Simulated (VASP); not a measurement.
## WSe2: single point with PBE+D3(BJ)

WSe2, a slab with vacuum:

```
Se W
1.0
     3.28549    0.00000    0.00000
    -1.64275    2.84532    0.00000
     0.00000    0.00000   24.23865
Se W
4 2
Cartesian
  0.0000 1.8969 4.5000
  0.0000 1.8969 7.8670
  0.8214 2.3711 11.2802
  0.8214 2.3711 14.6473
  1.6427 0.9484 6.1843
  -0.8214 3.3195 12.9630
```

This cell differs from its parent crystal: layers slid over each other, then relaxed in part.

```yaml
Program: VASP 6.6.1
Task: single point
Functional: PBE
Dispersion: D3(BJ)
Potentials_or_basis: VASP PAW PBE potentials, release 64 (Se, W_sv)
Cutoff: 520 eV
k_mesh: 9 × 9 × 1
Occupations: gaussian, width 0.05 eV
Spin: no spin polarisation
Dipole_correction: yes
Further_INCAR_settings: ALGO = Normal; EDIFF = 1e-06; NBANDS = 35
```

```json
{"Largest force": "0.064 eV/Å", "Band gap on the k mesh": "1.53 eV (least direct gap 1.66 eV)", "Dispersion energy per atom": "-0.390 eV"}
```

Forces in eV/Å, atoms in the order of the input:
```
Se   0.000  0.000 -0.048
Se  -0.037 -0.021  0.048
Se   0.037  0.021 -0.048
Se   0.000  0.000  0.048
W   -0.014 -0.008 -0.001
W    0.014  0.008  0.001
```

Levels at points of the mesh, in eV from the valence-band top:
```
           k point  band 24  band 25  band 26  band 27  band 28  band 29
(0.00, 0.00, 0.00)    -1.18    -0.60    -0.03     2.97     2.97     2.98
```

Wall time 6 min on 1 thread of Intel Xeon 8259CL, on a shared host, peak memory 0.42 GiB.

Caveat: the cell differs from its parent crystal (layers slid over each other, then relaxed in part); spin-orbit coupling is left out, which moves the levels of the heavy elements.
